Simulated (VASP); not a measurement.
# AlN (P6_3mc) in VASP: a series of runs

AlN is run at these levels: PBEsol; tasks: single point.

Program: VASP 6.6.1. These are calculated values, not measurements. Logs are shortened: lines on timing, memory, paths and dates and some standing lists are left out, and cuts for length are marked.

### Step 1. The cell of the first run

It takes space group P6_3mc (No. 186, hexagonal). The conventional cell has a = 3.142 Å, b = 3.142 Å, c = 4.978 Å, α = 90.00°, β = 90.00°, γ = 120.00°. Al (site symmetry 3m) has 4 N at 1.90 to 1.92 Å within 2.5 Å. N (site symmetry 3m) has 4 Al at 1.90 to 1.92 Å within 2.5 Å.

### Step 2. Single point, PBEsol (equal xx and yy strain of +1 %)

Contents of INCAR:

```
SYSTEM = AlN
PREC = Accurate
ENCUT = 520
EDIFF = 1E-6
ISMEAR = -1
SIGMA = 0.02
LREAL = .False.
LASPH = .True.
NELM = 80
ALGO = Normal
ISIF = 2
LWAVE = .False.
LCHARG = .True.
GGA = PS
LELF = .True.
LVHAR = .True.
NBANDS = 16
```

Contents of KPOINTS:

```
Automatic mesh
0
Gamma
  11 11 6
  0 0 0
```

Contents of POSCAR:

```
AlN
1.0
    3.1421121731      0.0000000000      0.0000000000
   -1.5710560866      2.7211489634      0.0000000000
    0.0000000000      0.0000000000      4.9780000000
Al N
2 2
Direct
    0.3333333333      0.6666666667      0.0000000000
    0.6666666667      0.3333333333      0.5000000000
    0.3333333333      0.6666666667      0.3850000000
    0.6666666667      0.3333333333      0.8850000000
```

Potentials or basis: VASP PAW PBE potentials, release 64 (Al, N).

The run is started by

```
> cat potpaw_PBE.64/Al/POTCAR potpaw_PBE.64/N/POTCAR > POTCAR
> mpirun -np 1 vasp_std > vasp.out
```

OUTCAR:

```text
SYSTEM = AlN
   PREC = Accurate
   ENCUT = 520
   EDIFF = 1E-6
   ISMEAR = -1
   LREAL = .False.
   LASPH = .True.
   NELM = 80
   ISIF = 2
   GGA = PS

 ion  position               nearest neighbor table
   1  0.333  0.667  0.000-   4 1.90   4 1.90   4 1.90   3 1.92   2 3.08   2 3.08   2 3.08   2 3.08
                             2 3.08   2 3.08
   2  0.667  0.333  0.500-   3 1.90   3 1.90   3 1.90   4 1.92   1 3.08   1 3.08   1 3.08   1 3.08
                             1 3.08   1 3.08
   3  0.333  0.667  0.385-   2 1.90   2 1.90   2 1.90   1 1.92
   4  0.667  0.333  0.885-   1 1.90   1 1.90   1 1.90   2 1.92

  LATTYP: Found a hexagonal cell.
 ALAT       =     3.1421121731
 C/A-ratio  =     1.5842846231

  Lattice vectors:

 A1 = (   3.1421121731,   0.0000000000,   0.0000000000)
 A2 = (  -1.5710560866,   2.7211489634,   0.0000000000)
 A3 = (   0.0000000000,   0.0000000000,   4.9780000000)

Analysis of symmetry for initial positions (statically):
=====================================================================
 Subroutine PRICEL returns:
 Original cell was already a primitive cell.

 Routine SETGRP: Setting up the symmetry group for a
 hexagonal supercell.

 Subroutine GETGRP returns: Found 12 space group operations
 (whereof  6 operations were pure point group operations)
 out of a pool of 24 trial point group operations.

The static configuration has the point symmetry C_3v.
 The point group associated with its full space group is C_6v.

Analysis of symmetry for dynamics (positions and initial velocities):
=====================================================================
 Subroutine PRICEL returns:
 Original cell was already a primitive cell.

 Routine SETGRP: Setting up the symmetry group for a
 hexagonal supercell.

 Subroutine GETGRP returns: Found 12 space group operations
 (whereof  6 operations were pure point group operations)
 out of a pool of 24 trial point group operations.

The dynamic configuration has the point symmetry C_3v.
 The point group associated with its full space group is C_6v.

 Subroutine INISYM returns: Found 12 space group operations
 (whereof  6 operations are pure point group operations),
 and found     1 'primitive' translations

----------------------------------------------------------------------------------------

                                     Primitive cell

  volume of cell :      42.5627

  direct lattice vectors                    reciprocal lattice vectors
     3.142112173  0.000000000  0.000000000     0.318257257  0.183745913  0.000000000
    -1.571056087  2.721148963  0.000000000     0.000000000  0.367491825  0.000000000
     0.000000000  0.000000000  4.978000000     0.000000000  0.000000000  0.200883889

  length of vectors
     3.142112173  3.142112173  4.978000000     0.367491825  0.367491825  0.200883889

  position of ions in fractional coordinates (direct lattice)
     0.333333333  0.666666667  0.000000000
     0.666666667  0.333333333  0.500000000
     0.333333333  0.666666667  0.385000000
     0.666666667  0.333333333  0.885000000

  ion indices of the primitive-cell ions
   primitive index   ion index
                 1           1
                 2           2
                 3           3
                 4           4

----------------------------------------------------------------------------------------

 KPOINTS: Automatic mesh

Automatic generation of k-mesh.
 Grid dimensions read from file:
 generate k-points for:   11   11    6

 Generating k-lattice:

  Cartesian coordinates                     Fractional coordinates (reciprocal lattice)
     0.028932478  0.016704174  0.000000000     0.090909091  0.000000000  0.000000000
     0.000000000  0.033408348  0.000000000     0.000000000  0.090909091  0.000000000
     0.000000000  0.000000000  0.033480648     0.000000000  0.000000000  0.166666667

  Length of vectors
     0.033408348  0.033408348  0.033480648

  Shift w.r.t. Gamma in fractional coordinates (k-lattice)
     0.000000000  0.000000000  0.000000000

 Subroutine IBZKPT returns following result:
 ===========================================

 Found     64 irreducible k-points:

 Following reciprocal coordinates:
            Coordinates               Weight
  0.000000  0.000000  0.000000      1.000000
  0.090909  0.000000  0.000000      6.000000
  0.181818  0.000000  0.000000      6.000000
  0.272727  0.000000  0.000000      6.000000
  0.363636  0.000000  0.000000      6.000000
  0.454545  0.000000  0.000000      6.000000
[... 16 lines left out ...]
  0.090909  0.090909  0.166667     12.000000
  0.181818  0.090909  0.166667     24.000000
 [... further k-points ...]
   k-points           NKPTS =     64   k-points in BZ     NKDIM =     64   number of bands    NBANDS=     16
   number of dos      NEDOS =    301   number of ions     NIONS =      4
   total plane-waves  NPLWV =  23040
   dimension x,y,z NGX =    24 NGY =   24 NGZ =   40
   dimension x,y,z NGXF=    48 NGYF=   48 NGZF=   80
   ions per type =               2   2
   NGX,Y,Z   is equivalent  to a cutoff of  12.70, 12.70, 13.36 a.u.
   NGXF,Y,Z  is equivalent  to a cutoff of  25.40, 25.40, 26.72 a.u.
 SYSTEM =  AlN
   PREC   = accura    normal or accurate (medium, high low for compatibility)
   ISTART =      0    job   : 0-new  1-cont  2-samecut
   ICHARG =      2    charge: 1-file 2-atom 10-const
   ISPIN  =      1    spin polarized calculation?
   LNONCOLLINEAR =      F non collinear calculations
   LSORBIT =      F    spin-orbit coupling
   LASPH  =      T    aspherical Exc in radial PAW
   ENCUT  =  520.0 eV  38.22 Ry    6.18 a.u.   5.84  5.84  9.26*2*pi/ulx,y,z
   NELM   =     80;   NELMIN=  2; NELMDL= -5     # of ELM steps
   EDIFF  = 0.1E-05   stopping-criterion for ELM
   LREAL  =      F    real-space projection
   EDIFFG = 0.1E-04   stopping-criterion for IOM
   NSW    =      0    number of steps for IOM
   IBRION =     -1    ionic relax: 0-MD 1-quasi-New 2-CG
   NFREE  =      0    steps in history (QN), initial steepest desc. (CG)
   ISIF   =      2    stress and relaxation
   ISYM   =      2    0-nonsym 1-usesym 2-fastsym
   POTIM  = 0.5000    time-step for ionic-motion
   TEBEG  =    0.0;   TEEND  =   0.0 temperature during run
   PSTRESS=    0.0 pullay stress
   NELECT =      16.0000    total number of electrons
   NUPDOWN=      -1.0000    fix difference up-down
   EMIN   =  10.00;   EMAX   =-10.00  energy-range for DOS
   EFERMI =   0.00;   METHOD = LEGACY
   ISMEAR =    -1;   SIGMA  =   0.02  broadening in eV -4-tet -1-fermi 0-gaus
   EFERMI_NEDOS =   21; number of points for ismear=-14 and -15
   IALGO  =     38    algorithm
   IMIX   =      4    mixing-type and parameters
     AMIX     =   0.40;   BMIX     =  1.00
     AMIX_MAG =   1.60;   BMIX_MAG =  1.00
  volume/ion in A,a.u.               =      10.64        71.81
  Fermi-wavevector in a.u.,A,eV,Ry     =   1.181513  2.232736 18.993367  1.395973
  Thomas-Fermi vector in A             =   2.317785
   LORBIT       =      0    0 simple, 1 ext, 2 COOP (PROOUT), +10 PAW based schemes
   GGA     = PS    functional components
   LHFCALC =     F    Hartree Fock is set to
   AEXX    =    0.0000 exact exchange contribution
   IVDW    =     0    specifies the selected vdW correction
   LEPSILON=     F    determine dielectric tensor
   LRPA    =     F    only Hartree local field effects (RPA)
 non-spin polarized calculation
  energy-cutoff  :      520.00
  volume of cell :       42.56
 maximum number of plane-waves:      1164
 NGX is ok and might be reduce to    24
   NGX = 11   NGY = 11   NGZ = 19

 number of electron      16.0000000 magnetization

 Free energy of the ion-electron system (eV)
  ---------------------------------------------------
  ext. energy  EPLUGINS =         0.00000000
  ---------------------------------------------------
  free energy    TOTEN  =       -31.30179669 eV

  energy without entropy =      -31.30179669  energy(sigma->0) =      -31.30179669

 E-fermi :   6.3607     XC(G=0): -11.0253

 val. band max:        5.9692002150   @ k =   0.0000   0.0000   0.0000
 cond. band min:       9.8616404855   @ k =   0.0000   0.0000   0.0000
 fundamental gap:      3.8924402705
 Fermi energy:         6.3607282444

 k-point     1 :       0.0000    0.0000    0.0000
  band No.  band energies     occupation
      1      -9.1708      2.00000
      2      -7.0022      2.00000
      3      -0.0404      2.00000
      4       4.9606      2.00000
      5       4.9606      2.00000
      6       5.6398      2.00000
[... 8 lines left out ...]
     15      18.6773      0.00000
     16      18.9112      0.00000

 k-point     2 :       0.0909    0.0000    0.0000
  band No.  band energies     occupation
      1      -9.0676      2.00000
      2      -6.9453      2.00000
      3       0.0827      2.00000
      4       4.4792      2.00000
      5       4.8244      2.00000
      6       5.1578      2.00000
[... 8 lines left out ...]
     15      18.7704      0.00000
     16      18.7800      0.00000

 k-point     3 :       0.1818    0.0000    0.0000
  band No.  band energies     occupation
      1      -8.7685      2.00000
      2      -6.7936      2.00000
      3       0.4443      2.00000
      4       3.3499      2.00000
      5       4.1864      2.00000
      6       4.5151      2.00000
[... 8 lines left out ...]
     15      17.9215      0.00000
     16      18.3214      0.00000

 k-point     4 :       0.2727    0.0000    0.0000
  band No.  band energies     occupation
      1      -8.3100      2.00000
      2      -6.6075      2.00000
      3       1.0178      2.00000
      4       2.1039      2.00000
      5       3.1680      2.00000
      6       4.1785      2.00000
[... 8 lines left out ...]
     15      17.7277      0.00000
     16      19.1021      0.00000

 k-point     5 :       0.3636    0.0000    0.0000
  band No.  band energies     occupation
      1      -7.7705      2.00000
      2      -6.4892      2.00000
      3       1.0868      2.00000
      4       1.7412      2.00000
      5       2.3230      2.00000
      6       3.9100      2.00000
[... 8 lines left out ...]
     15      17.8029      0.00000
     16      20.2459      0.00000

 k-point     6 :       0.4545    0.0000    0.0000
  band No.  band energies     occupation
      1      -7.3185      2.00000
      2      -6.5150      2.00000
      3       0.5240      2.00000
      4       1.8181      2.00000
      5       2.4346      2.00000
      6       3.7636      2.00000
[... 8 lines left out ...]
     15      18.3154      0.00000
     16      20.7870      0.00000
[... 267 lines left out ...]
 k-point    21 :       0.3636    0.0000    0.1667
  band No.  band energies     occupation
      1      -7.6935      2.00000
      2      -6.5840      2.00000
      3       0.8124      2.00000
      4       1.8315      2.00000
      5       2.5361      2.00000
      6       3.9858      2.00000
[... 8 lines left out ...]
     15      18.0672      0.00000
     16      20.1146      0.00000

 k-point    22 :       0.4545    0.0000    0.1667
  band No.  band energies     occupation
      1      -7.2614      2.00000
      2      -6.5620      2.00000
      3       0.3651      2.00000
      4       1.4370      2.00000
      5       2.8742      2.00000
      6       3.8422      2.00000
[... 8 lines left out ...]
     15      18.0011      0.00000
     16      20.6753      0.00000

 k-point    23 :       0.0909    0.0909    0.1667
  band No.  band energies     occupation
      1      -8.7635      2.00000
      2      -7.0301      2.00000
      3       0.6331      2.00000
      4       3.9355      2.00000
      5       3.9899      2.00000
      6       4.7588      2.00000
[... 8 lines left out ...]
     15      18.1129      0.00000
     16      18.8544      0.00000

 k-point    24 :       0.1818    0.0909    0.1667
  band No.  band energies     occupation
      1      -8.3904      2.00000
      2      -6.8304      2.00000
      3       0.9673      2.00000
      4       2.8388      2.00000
      5       3.2408      2.00000
      6       4.3298      2.00000
[... 8 lines left out ...]
     15      18.0269      0.00000
     16      19.0578      0.00000

 [... further k-points ...]
[... 5 lines left out ...]
  --------------------------------------------------------------------------------------
  -------------------------------------------------------------------------------------
  Total       -1.1334774     -1.1334774     -0.5583922      0.0000000     -0.0000000      0.0000000
  in kB      -42.6672403    -42.6672403    -21.0194340      0.0000000     -0.0000000      0.0000000
  external PRESSURE =     -35.4513049 kB  Pullay stress =       0.0000000 kB

 VOLUME and BASIS-vectors are now :
 -----------------------------------------------------------------------------
  energy-cutoff  :      520.00
  volume of cell :       42.56
      direct lattice vectors                 reciprocal lattice vectors
     3.142112173  0.000000000  0.000000000     0.318257257  0.183745913  0.000000000
    -1.571056087  2.721148963  0.000000000     0.000000000  0.367491825  0.000000000
     0.000000000  0.000000000  4.978000000     0.000000000  0.000000000  0.200883889

 POSITION                                       TOTAL-FORCE (eV/Angst)
 -----------------------------------------------------------------------------------
     -0.00000      1.81410      0.00000         0.000000     -0.000000      0.070602
      1.57106      0.90705      2.48900        -0.000000      0.000000      0.070602
     -0.00000      1.81410      1.91653        -0.000000      0.000000     -0.070602
      1.57106      0.90705      4.40553         0.000000      0.000000     -0.070602
 -----------------------------------------------------------------------------------
    total drift:                               -0.000000      0.000000      0.000141

  FREE ENERGIE OF THE ION-ELECTRON SYSTEM (eV)
  ---------------------------------------------------
  free  energy   TOTEN  =       -31.3017966867 eV

  energy  without entropy=      -31.3017966867  energy(sigma->0) =      -31.30179669
```

Wall time 21 s (1 thread of AMD EPYC 9R45 (Zen 5), shared host); peak memory 0.14 GiB.

What came out:

```yaml
Free_energy: -31.3018 eV
Pressure: -3.5 GPa
Largest_force: 0.071 eV/Å
Band_gap_on_the_k_mesh: 3.89 eV, direct
```

Forces on the atoms (eV/Å):
```
Al   0.000  0.000  0.071
Al   0.000  0.000  0.071
N    0.000  0.000 -0.071
N    0.000  0.000 -0.071
```

Caveat: the cell differs from its parent crystal (equal xx and yy strain of +1 %); the PAW data sets were made with another functional, which shifts forces and pressure a little. A k mesh can miss the band edges.

### Step 3. Single point, PBEsol (equal xx and yy strain of +3 %)

Contents of INCAR:

```
PREC     = Accurate       # precision mode
ENCUT    = 520            # plane-wave cutoff, eV
EDIFF    = 1E-6           # SCF threshold, eV
ISMEAR   = -1             # smearing method
SIGMA    = 0.02           # smearing width, eV
LREAL    = F              # projectors in reciprocal space
LASPH    = T              # aspherical terms in the spheres
NELM     = 60             # most SCF steps
ALGO     = Normal         # electronic algorithm
ISIF     = 2              # what is computed and relaxed
LWAVE    = F              # write WAVECAR
LCHARG   = T              # write CHGCAR
GGA      = PS             # functional
LELF     = T              # ELF
LVHAR    = T            
NBANDS   = 16             # bands
```

Contents of KPOINTS:

```
regular mesh
0
Gamma
  11 11 6
```

Edit POSCAR of step 2 so:

```diff
@@ -2,4 +2,4 @@
 1.0
-    3.1421121731      0.0000000000      0.0000000000
-   -1.5710560866      2.7211489634      0.0000000000
+    3.2043322162      0.0000000000      0.0000000000
+   -1.6021661081      2.7750331013      0.0000000000
     0.0000000000      0.0000000000      4.9780000000
```

Potentials or basis: VASP PAW PBE potentials, release 64 (Al, N).

The run is started by

```
> cat potpaw_PBE.64/Al/POTCAR potpaw_PBE.64/N/POTCAR > POTCAR
> mpirun -np 1 vasp_std > vasp.out
```

Wall time 21 s (1 thread of AMD EPYC 9R45 (Zen 5), shared host); peak memory 0.14 GiB.

Results (log left out):

```yaml
Free_energy: -31.2067 eV
Pressure: -10.5 GPa
Largest_force: 0.100 eV/Å
Band_gap_on_the_k_mesh: 3.51 eV, direct
```

Forces on the atoms (eV/Å):
```
Al   0.000  0.000 -0.100
Al   0.000  0.000 -0.100
N    0.000  0.000  0.100
N    0.000  0.000  0.100
```

Stress tensor (GPa, compression positive):
```
-13.51   0.00   0.00
  0.00 -13.51   0.00
  0.00   0.00  -4.41
```

Levels at points of the mesh, in eV from the valence-band top:
| k point | band 4 | band 5 | band 6 | band 7 | band 8 | band 9 | band 10 | band 11 | band 12 | band 13 |
| --- | --- | --- | --- | --- | --- | --- | --- | --- | --- | --- |
| (0.00, 0.00, 0.00) | -1.11 | -1.11 | -0.38 | -0.38 | 0.00 | 3.51 | 5.68 | 10.10 | 10.22 | 10.22 |
| (0.00, 0.00, 0.50) | -3.27 | -0.76 | -0.76 | -0.76 | -0.76 | 5.67 | 5.67 | 9.75 | 9.75 | 10.54 |

Caveat: the cell differs from its parent crystal (equal xx and yy strain of +3 %); the PAW data sets were made with another functional, which shifts forces and pressure a little.

(Continued in part 2 of 2.)
